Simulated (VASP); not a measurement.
# LiAg3Cl3 (Pm) in VASP: notebook

Runs on LiAg3Cl3. Level: PBE. Tasks: relaxation of cell and atoms, single point.

Everything below comes from runs of VASP 6.6.1. Logs are shortened: lines on timing, memory, paths and dates and some standing lists are left out, and cuts for length are marked.

## (1) The cell of the first run

The structure is monoclinic, space group Pm (No. 6). Conventional cell: a = 5.798 Å, b = 3.369 Å, c = 5.798 Å, α = 90.00°, β = 120.00°, γ = 90.00°. Li (site symmetry m) has 6 Ag at 2.21 to 2.91 Å and 6 Cl at 2.21 to 2.91 Å within 3.0 Å. Within 3.4 Å of Ag (site symmetry m) lie 4 Ag at 2.47 to 3.37 Å and 6 Cl at 2.47 to 3.33 Å and 2 Li at 2.91 Å. Within 3.4 Å of Ag (site symmetry m) lie 6 Ag at 2.47 to 3.37 Å and 4 Cl at 2.47 to 3.33 Å and 2 Li at 2.91 Å. Ag (site symmetry m) has 2 Li at 2.21 Å and 4 Cl at 2.47 to 2.55 Å and 2 Ag at 2.55 Å within 2.9 Å. Cl (site symmetry m) has 6 Ag at 2.47 to 3.33 Å and 4 Cl at 2.55 to 3.37 Å and 2 Li at 2.91 Å within 3.4 Å. Within 2.9 Å of Cl (site symmetry m) lie 2 Li at 2.21 Å and 5 Ag at 2.47 to 2.55 Å and 1 Cl at 2.47 Å. Cl (site symmetry m) has 2 Li at 2.21 Å and 3 Ag at 2.47 to 2.55 Å and 3 Cl at 2.47 to 2.55 Å within 2.9 Å.

The cell was built from a structure type or drawn by symmetry, and may not be a known phase.

## (2) Relaxation of cell and atoms, PBE

INCAR

```
SYSTEM = LiAg3Cl3
PREC = Accurate
ENCUT = 600
EDIFF = 1E-6
ISMEAR = 0
SIGMA = 0.1
LREAL = .FALSE.
LASPH = .TRUE.
NELM = 80
ALGO = Normal
ISIF = 3
LWAVE = .FALSE.
LCHARG = .FALSE.
GGA = PE
IBRION = 2
NSW = 90
EDIFFG = -0.04
```

KPOINTS

```
Automatic mesh
0
G
  3 6 3
  0 0 0
```

POSCAR

```
LiAg3Cl3
1.0
    5.7983388400      0.0000000000      0.0000000000
    0.0000000000      3.3687770600      0.0000000000
   -2.8991694200      0.0000000000      5.0215087400
Li Ag Cl
1 3 3
Direct
    0.6667000000      0.5000000000      0.3333000000
    0.1912880200      0.5000000000      0.8087119800
    0.6174239700      0.5000000000      0.8087119800
    0.8087119800      0.0000000000      0.1912880200
    0.1912880200      0.5000000000      0.3825760300
    0.8087119800      0.0000000000      0.6174239700
    0.3825760300      0.0000000000      0.1912880200
```

Potentials or basis: VASP PAW PBE potentials, release 64 (Li_sv, Ag, Cl).

Command:

```bash
cat potpaw_PBE.64/Li_sv/POTCAR potpaw_PBE.64/Ag/POTCAR potpaw_PBE.64/Cl/POTCAR > POTCAR
mpirun -np 1 vasp_std > vasp.out
```

OUTCAR:

```text
SYSTEM = LiAg3Cl3
   PREC = Accurate
   ENCUT = 600
   EDIFF = 1E-6
   ISMEAR = 0
   LREAL = .FALSE.
   LASPH = .TRUE.
   NELM = 80
   ISIF = 3
   GGA = PE
   IBRION = 2
   NSW = 90
   EDIFFG = -0.04

 ion  position               nearest neighbor table
   1  0.667  0.500  0.333-   4 2.21   4 2.21   7 2.21   7 2.21   6 2.21   6 2.21   3 2.91   2 2.91
                             2 2.91   3 2.91
   2  0.191  0.500  0.809-   3 2.47   5 2.47   6 2.55   6 2.55   7 2.55   7 2.55   1 2.91   1 2.91
                             3 3.33   4 3.55   4 3.55   4 3.55   4 3.55
   3  0.617  0.500  0.809-   2 2.47   5 2.47   6 2.55   6 2.55   4 2.55   4 2.55   1 2.91   1 2.91
                             2 3.33
   4  0.809  0.000  0.191-   1 2.21   1 2.21   7 2.47   6 2.47   5 2.55   5 2.55   3 2.55   3 2.55
                             2 3.55   2 3.55   2 3.55   2 3.55
   5  0.191  0.500  0.383-   2 2.47   3 2.47   7 2.55   7 2.55   4 2.55   4 2.55
   6  0.809  0.000  0.617-   1 2.21   1 2.21   7 2.47   4 2.47   3 2.55   3 2.55   2 2.55   2 2.55

   7  0.383  0.000  0.191-   1 2.21   1 2.21   4 2.47   6 2.47   5 2.55   5 2.55   2 2.55   2 2.55

  LATTYP: Found a hexagonal cell.
 ALAT       =     5.7983388442
 C/A-ratio  =     0.5809900302

  Lattice vectors:

 A1 = (  -2.8991694200,   0.0000000000,  -5.0215087400)
 A2 = (  -2.8991694200,   0.0000000000,   5.0215087400)
 A3 = (   0.0000000000,   3.3687770600,   0.0000000000)

Analysis of symmetry for initial positions (statically):
=====================================================================
 Subroutine PRICEL returns:
 Original cell was already a primitive cell.

 Routine SETGRP: Setting up the symmetry group for a
 hexagonal supercell.

 Subroutine GETGRP returns: Found  2 space group operations
 (whereof  2 operations were pure point group operations)
 out of a pool of 24 trial point group operations.

The static configuration has the point symmetry C_1h.

Analysis of symmetry for dynamics (positions and initial velocities):
=====================================================================
 Subroutine PRICEL returns:
 Original cell was already a primitive cell.

 Routine SETGRP: Setting up the symmetry group for a
 hexagonal supercell.

 Subroutine GETGRP returns: Found  2 space group operations
 (whereof  2 operations were pure point group operations)
 out of a pool of 24 trial point group operations.

The dynamic configuration has the point symmetry C_1h.

 Subroutine INISYM returns: Found  2 space group operations
 (whereof  2 operations are pure point group operations),
 and found     1 'primitive' translations

----------------------------------------------------------------------------------------

                                     Primitive cell

[... 97 lines left out ...]
   EDIFFG = -.4E-01   stopping-criterion for IOM
   NSW    =     90    number of steps for IOM
   IBRION =      2    ionic relax: 0-MD 1-quasi-New 2-CG
   NFREE  =      1    steps in history (QN), initial steepest desc. (CG)
   ISIF   =      3    stress and relaxation
   ISYM   =      2    0-nonsym 1-usesym 2-fastsym
   POTIM  = 0.5000    time-step for ionic-motion
   TEBEG  =    0.0;   TEEND  =   0.0 temperature during run
   PSTRESS=    0.0 pullay stress
   NELECT =      57.0000    total number of electrons
   NUPDOWN=      -1.0000    fix difference up-down
   EMIN   =  10.00;   EMAX   =-10.00  energy-range for DOS
   EFERMI =   0.00;   METHOD = LEGACY
   ISMEAR =     0;   SIGMA  =   0.10  broadening in eV -4-tet -1-fermi 0-gaus
   EFERMI_NEDOS =   21; number of points for ismear=-14 and -15
   IALGO  =     38    algorithm
   IMIX   =      4    mixing-type and parameters
     AMIX     =   0.40;   BMIX     =  1.00
     AMIX_MAG =   1.60;   BMIX_MAG =  1.00
  volume/ion in A,a.u.               =      14.01        94.56
  Fermi-wavevector in a.u.,A,eV,Ry     =   1.366144  2.581637 25.393219  1.866349
  Thomas-Fermi vector in A             =   2.492310
   LORBIT       =      0    0 simple, 1 ext, 2 COOP (PROOUT), +10 PAW based schemes
   GGA     = PE    functional components
   LHFCALC =     F    Hartree Fock is set to
   AEXX    =    0.0000 exact exchange contribution
   IVDW    =     0    specifies the selected vdW correction
   LEPSILON=     F    determine dielectric tensor
   LRPA    =     F    only Hartree local field effects (RPA)
 conjugate gradient relaxation of ions
 non-spin polarized calculation
 Gauss-broadening in eV      SIGMA  =   0.10
  energy-cutoff  :      600.00
  volume of cell :       98.09
 maximum number of plane-waves:      3307
 NGX is ok and might be reduce to    48
   NGX = 23   NGY = 13   NGZ = 23

--------------------------------------- Ionic step        1  -------------------------------------------

 number of electron      56.9999992 magnetization

 Free energy of the ion-electron system (eV)
  ---------------------------------------------------
  ext. energy  EPLUGINS =         0.00000000
  ---------------------------------------------------
  free energy    TOTEN  =       -13.01474300 eV

  energy without entropy =      -13.00817265  energy(sigma->0) =      -13.01145783

 E-fermi :   9.2681     XC(G=0): -11.7352

 val. band max:        9.1972598600   @ k =   0.3333   0.1667   0.0000
 cond. band min:       9.3271871642   @ k =   0.3333   0.1667   0.3333
 fundamental gap:      0.1299273043
 Fermi energy:         9.2680567964

 k-point     1 :       0.0000    0.0000    0.0000
  band No.  band energies     occupation
      1     -37.6400      2.00000
      2      -9.5752      2.00000
      3      -8.2366      2.00000
      4      -6.8418      2.00000
      5       0.4953      2.00000
      6       1.0308      2.00000
[... 845 lines left out ...]
  FREE ENERGIE OF THE ION-ELECTRON SYSTEM (eV)
  ---------------------------------------------------
  free  energy   TOTEN  =       -18.5708409628 eV

  energy  without entropy=      -18.5617286265  energy(sigma->0) =      -18.56628479

[... ionic steps 4 to 77 ...]

--------------------------------------- Ionic step       78  -------------------------------------------

 number of electron      56.9999989 magnetization

------------------------ aborting loop because EDIFF is reached ----------------------------------------
[... 77 lines left out ...]
--------------------------------------- Ionic step       80  -------------------------------------------

 number of electron      56.9999991 magnetization

 Free energy of the ion-electron system (eV)
  ---------------------------------------------------
  ext. energy  EPLUGINS =         0.00000000
  ---------------------------------------------------
  free energy    TOTEN  =       -20.05877295 eV

  energy without entropy =      -20.05568055  energy(sigma->0) =      -20.05722675

 E-fermi :   3.5861     XC(G=0):  -9.6951

 val. band max:        3.4708653807   @ k =   0.3333   0.1667   0.3333
 cond. band min:       3.6558322400   @ k =   0.0000   0.3333   0.0000
 fundamental gap:      0.1849668593
 Fermi energy:         3.5860629683

 k-point     1 :       0.0000    0.0000    0.0000
  band No.  band energies     occupation
      1     -41.7598      2.00000
      2     -11.5679      2.00000
      3     -11.1558      2.00000
      4     -10.9977      2.00000
      5      -1.3115      2.00000
      6      -1.2753      2.00000
[... 763 lines left out ...]
  FREE ENERGIE OF THE ION-ELECTRON SYSTEM (eV)
  ---------------------------------------------------
  free  energy   TOTEN  =       -20.0587729549 eV

  energy  without entropy=      -20.0556805486  energy(sigma->0) =      -20.05722675

 reached required accuracy - stopping structural energy minimisation
```

OSZICAR:

```text
N       E                     dE             d eps       ncg     rms          rms(c)
[... 668 lines left out ...]
DAV:   2    -0.200057786418E+02    0.88471E-02   -0.15302E-01  1450   0.305E+00    0.386E-01
DAV:   3    -0.200049509184E+02    0.82772E-03   -0.45180E-03  1632   0.450E-01    0.231E-01
DAV:   4    -0.200044991975E+02    0.45172E-03   -0.13911E-03  1462   0.207E-01    0.102E-01
DAV:   5    -0.200044734515E+02    0.25746E-04   -0.14163E-04  1650   0.968E-02    0.497E-02
DAV:   6    -0.200044650068E+02    0.84447E-05   -0.27129E-05  1580   0.340E-02    0.273E-02
DAV:   7    -0.200044622710E+02    0.27359E-05   -0.60825E-06  1492   0.215E-02    0.874E-03
DAV:   8    -0.200044610976E+02    0.11734E-05   -0.17545E-06   780   0.907E-03    0.219E-03
DAV:   9    -0.200044611448E+02   -0.47230E-07   -0.50866E-07   708   0.457E-03
  65 F= -.20004461E+02 E0= -.20004126E+02  d E =-.629574
```

Wall time 26 min (1 thread of Intel Xeon 6975P-C (Granite Rapids), shared host); peak memory 0.32 GiB.

Results:

| Quantity | Value |
| --- | --- |
| Free energy | -20.0588 eV |
| Relaxed volume | 20.35 Å³/atom |
| Relaxed cell | a = 6.160 Å, b = 3.410 Å, c = 8.796 Å, α = 90.00°, β = 129.56°, γ = 90.00° |
| Space group after relaxing (to 0.1 Å) | Pm (No. 6) |
| Energy gained by relaxing | 1006.3 meV/atom |
| Ionic steps | 80 |
| Pressure after relaxing | 0.2 GPa |
| Largest force after relaxing | 0.037 eV/Å |
| Band gap on the k mesh | zero (an odd number of electrons rules out a gap without spin polarisation) |

Forces on the atoms (eV/Å):
```
Li   0.010  0.000 -0.005
Ag   0.002  0.000 -0.008
Ag  -0.026  0.000 -0.012
Ag  -0.003  0.000 -0.022
Cl   0.028  0.000 -0.012
Cl   0.004  0.000  0.026
Cl  -0.015  0.000  0.034
```

The path:
```tsv
step	energy change (eV)	largest force (eV/Å)	pressure (GPa)	volume (Å³)
1	0.0000	3.7823	45.62	98.09
3	-5.5561	1.4233	0.04	146.49
5	-5.5690	1.3927	-0.75	149.56
7	-6.1426	0.4198	1.76	144.97
9	-6.3369	0.3085	0.32	152.68
11	-6.4609	0.2847	-0.87	159.80
13	-6.5135	0.3080	-0.05	157.63
15	-6.6055	0.2826	-0.01	155.11
17	-6.6511	0.1508	-0.13	153.79
19	-6.6703	0.2229	0.91	148.53
21	-6.6799	0.1734	0.41	150.30
23	-6.6913	0.2168	-0.36	151.81
25	-6.7214	0.2400	-0.17	149.41
27	-6.7298	0.3626	0.05	147.64
29	-6.7836	0.4164	0.19	145.33
31	-6.8109	0.4666	0.51	143.21
33	-6.8648	0.2410	-0.77	147.20
35	-6.8885	0.1586	0.29	144.67
37	-6.9030	0.1174	-0.12	146.40
39	-6.9071	0.1031	0.10	145.84
41	-6.9116	0.0776	-0.27	146.76
43	-6.9153	0.1093	0.10	145.49
45	-6.9181	0.1253	0.18	145.23
47	-6.9261	0.1484	0.09	145.47
49	-6.9327	0.0915	-0.12	146.01
51	-6.9381	0.1050	-0.16	146.16
53	-6.9410	0.1101	0.08	145.46
55	-6.9502	0.2035	0.04	145.69
57	-6.9518	0.2546	0.04	145.79
59	-6.9604	0.2071	-0.01	146.12
61	-6.9721	0.2139	-0.02	146.50
63	-6.9690	0.2893	0.49	145.96
65	-6.9897	0.0980	-0.12	147.05
67	-6.9987	0.1312	-0.21	146.86
69	-7.0148	0.1546	0.02	144.88
71	-7.0236	0.1322	-0.19	144.36
73	-7.0332	0.1340	0.10	142.57
75	-7.0385	0.0774	0.02	142.94
77	-7.0415	0.0631	-0.03	143.11
79	-7.0438	0.0401	0.07	142.80
80	-7.0440	0.0368	0.17	142.48
```

Final structure:
```
Li Ag Cl
1.0
     6.01766    0.00000   -1.31830
     0.00000    3.41045    0.00000
    -4.02147    0.00000    7.82332
Li Ag Cl
1 3 3
Direct
  0.67330 0.50000 0.39444
  0.34345 0.50000 0.91651
  0.58914 0.50000 0.74415
  0.82750 0.00000 0.08291
  0.05622 0.50000 0.38442
  0.84008 0.00000 0.65473
  0.33700 0.00000 0.15613
```

Caveat: the k points lie up to 0.34 Å⁻¹ apart in the final cell, too coarse for converged energies and pressures of a metal; the cutoff is under 1.25 times the usual one of these potentials, so pressure, stress and relaxed cells hold a basis-set (Pulay) error; the volume moved by over 15 % at a fixed basis, so the end points are rough; an odd number of electrons without spin polarisation forces a metal; a magnetic or distorted state may lie lower.

## (3) Single point, PBE, collinear spin

INCAR

```
  PREC = Accurate
  ENCUT = 520
  EDIFF = 1E-6
  ISMEAR = 0
  SIGMA = 0.1
  LREAL = False
  LASPH = True
  NELM = 150
  ALGO = Normal
  ISIF = 2
  LWAVE = False
  LCHARG = True
  ISPIN = 2
  MAGMOM = 0 1 1 1 0 0 0
  LORBIT = 11
  LMAXMIX = 4
  GGA = PE
  LELF = True
  LVHAR = True
  NBANDS = 42
```

KPOINTS

```
Automatic mesh
0
Gamma
  3 6 3
```

POSCAR is that of step 2.

Potentials or basis: VASP PAW PBE potentials, release 64 (Li_sv, Ag, Cl).

Command:

```bash
cat potpaw_PBE.64/Li_sv/POTCAR potpaw_PBE.64/Ag/POTCAR potpaw_PBE.64/Cl/POTCAR > POTCAR
mpirun -np 1 vasp_std > vasp.out
```

Wall time 82 s (1 thread of Intel Xeon 6975P-C (Granite Rapids), shared host); peak memory 0.35 GiB.

Results (log left out):

```yaml
Free_energy: -13.0132 eV
Largest_force: 3.782 eV/Å
Net_moment: 0.00 μB per cell
Valence_electrons_inside_the_program's_atomic_spheres: Li 2.16; Ag 9.98, 10.06, 10.12; Cl 5.14, 5.21, 5.23
```

Forces in eV/Å, atoms in the order of the input:
```
Li  -1.286  0.000  0.326
Ag  -0.978  0.000  0.586
Ag   1.273  0.000 -0.534
Ag   2.976  0.000 -0.866
Cl  -2.331  0.000  0.850
Cl   1.068  0.000  3.351
Cl  -0.721  0.000 -3.712
```

Levels at points of the mesh, in eV from the Fermi level:
Spin up:
```
           k point  band 24  band 25  band 26  band 27  band 28  band 29  band 30  band 31  band 32  band 33
(0.00, 0.00, 0.00)    -3.13    -2.86    -2.57    -1.93    -1.48    -1.36     2.15     3.29     5.40     5.42
(0.00, 0.50, 0.00)    -3.53    -3.38    -2.59    -2.48    -0.95     1.16     2.24     2.33     3.54     4.45
```
Spin down:
```
           k point  band 24  band 25  band 26  band 27  band 28  band 29  band 30  band 31  band 32  band 33
(0.00, 0.00, 0.00)    -3.13    -2.86    -2.57    -1.93    -1.48    -1.36     2.15     3.29     5.40     5.42
(0.00, 0.50, 0.00)    -3.53    -3.38    -2.59    -2.48    -0.95     1.16     2.24     2.33     3.54     4.45
```

Caveat: the k points lie up to 0.42 Å⁻¹ apart; the cutoff is under 1.25 times the usual one of these potentials, so pressure, stress and relaxed cells hold a basis-set (Pulay) error; forces of over 1 eV/Å act on the atoms, so gaps and moduli don't describe the material at rest.

## (4) Single point, PBE

This run uses another cell than the first one, of 20.59 Å³/atom.

INCAR

```
SYSTEM = LiAg3Cl3
ALGO = Normal ; EDIFF = 1E-6
ENCUT = 520 ; GGA = PE
ISIF = 2 ; ISMEAR = 0
LASPH = .True. ; LCHARG = .False.
LREAL = .False. ; LWAVE = .False.
NBANDS = 38 ; NELM = 60
PREC = Accurate ; SIGMA = 0.1
```

KPOINTS

```
k-points
0
Gamma
  6 12 6
  0 0 0
```

POSCAR

```
LiAg3Cl3
1.0
    6.9152400353      0.0000000000     -0.0065139395
    0.0000000000      3.3824820825      0.0000000000
   -3.3640607973      0.0000000000      6.1651890715
Li Ag Cl
1 3 3
Direct
    0.5499127913      0.5000000000      0.2219119942
    0.9885279760      0.5000000000      0.1103995733
    0.6156486660      0.5000000000      0.7030931173
    0.9862706714      0.0000000000      0.7718383243
    0.3180158182      0.5000000000      0.8440598486
    0.8402400088      0.0000000000      0.3245885793
    0.3680840682      0.0000000000      0.3575085632
```

Command:

```bash
cat potpaw_PBE.64/Li_sv/POTCAR potpaw_PBE.64/Ag/POTCAR potpaw_PBE.64/Cl/POTCAR > POTCAR
mpirun -np 1 vasp_std > vasp.out
```

Wall time 9.3 min (1 thread of Intel Xeon Platinum 8488C (Sapphire Rapids), shared host); peak memory 0.7 GiB.

The run converged. Its results:

| Quantity | Value |
| --- | --- |
| Free energy | -20.2979 eV |
| Largest force | 0.014 eV/Å |
| Band gap on the k mesh | zero (an odd number of electrons rules out a gap without spin polarisation) |

Forces in eV/Å, atoms in the order of the input:
```
Li   0.007  0.000  0.005
Ag  -0.008  0.000  0.007
Ag  -0.004  0.000 -0.012
Ag   0.010  0.000  0.010
Cl  -0.011  0.000 -0.008
Cl   0.002  0.000 -0.011
Cl   0.004  0.000  0.009
```

Levels at points of the mesh, in eV from the Fermi level:
| k point | band 24 | band 25 | band 26 | band 27 | band 28 | band 29 | band 30 | band 31 | band 32 | band 33 |
| --- | --- | --- | --- | --- | --- | --- | --- | --- | --- | --- |
| (0.00, 0.00, 0.00) | -1.76 | -1.69 | -1.66 | -1.13 | -1.06 | -0.89 | 4.10 | 4.52 | 4.75 | 5.09 |
| (0.50, 0.00, 0.00) | -2.06 | -1.62 | -1.32 | -1.21 | -0.79 | -0.78 | 1.86 | 3.77 | 5.71 | 6.92 |
| (0.00, 0.50, 0.00) | -2.19 | -2.01 | -1.76 | -1.49 | -1.05 | 1.64 | 2.01 | 3.24 | 5.27 | 5.70 |
| (0.50, 0.50, 0.00) | -2.17 | -2.01 | -1.70 | -1.47 | -1.38 | 2.11 | 2.40 | 4.17 | 5.21 | 5.45 |
| (0.00, 0.00, 0.50) | -2.06 | -1.56 | -1.32 | -1.08 | -0.94 | -0.68 | 1.77 | 4.16 | 6.06 | 6.51 |
| (0.50, 0.00, 0.50) | -2.23 | -1.58 | -1.40 | -1.16 | -0.79 | -0.61 | 2.44 | 3.46 | 5.20 | 6.63 |
| (0.00, 0.50, 0.50) | -2.00 | -1.77 | -1.56 | -1.54 | -0.92 | 0.98 | 3.18 | 4.27 | 4.95 | 5.02 |
| (0.50, 0.50, 0.50) | -2.19 | -2.13 | -1.51 | -1.43 | -1.28 | 2.07 | 2.23 | 3.63 | 5.13 | 5.74 |

Caveat: the cutoff is under 1.25 times the usual one of these potentials, so pressure, stress and relaxed cells hold a basis-set (Pulay) error; an odd number of electrons without spin polarisation forces a metal; a magnetic or distorted state may lie lower.

## (5) Overview

| task | spin | cell | k mesh | cutoff (eV) | gap on the mesh (eV) | largest force (eV/Å) |
| --- | --- | --- | --- | --- | --- | --- |
| relaxation of cell and atoms | off | relaxed from a = 5.798, b = 3.369 Å, angles 90.0, 120.0, 90.0°, 7 atoms, atomic positions A | 3 × 6 × 3 | 600 | none | 0.04 |
| single point | collinear | a = 5.798, b = 3.369 Å, angles 90.0, 120.0, 90.0°, 7 atoms, atomic positions A | 3 × 6 × 3 | 520 | none | 3.78 |
| single point | off | a = 6.915, b = 3.382, c = 7.023 Å, angles 90.0, 118.7, 90.0°, 7 atoms, atomic positions B | 6 × 12 × 6 | 520 | none | 0.01 |

Alike in all rows: level PBE; potentials or basis VASP PAW PBE potentials, release 64 (Li_sv, Ag, Cl); smearing gaussian 0.1 eV.

Caveats: some runs use coarse meshes; the cutoff is under 1.25 times the usual one of these potentials, so pressure, stress and relaxed cells hold a basis-set (Pulay) error; an odd number of electrons without spin polarisation forces a metal (at least some runs); a magnetic or distorted state may lie lower (at least some runs); the volume moved by over 15 % at a fixed basis, so the end points are rough (at least some runs); forces of over 1 eV/Å act on the atoms, so gaps and moduli don't describe the material at rest (at least some runs).

Absolute energies hang on the potentials; compare differences alone.
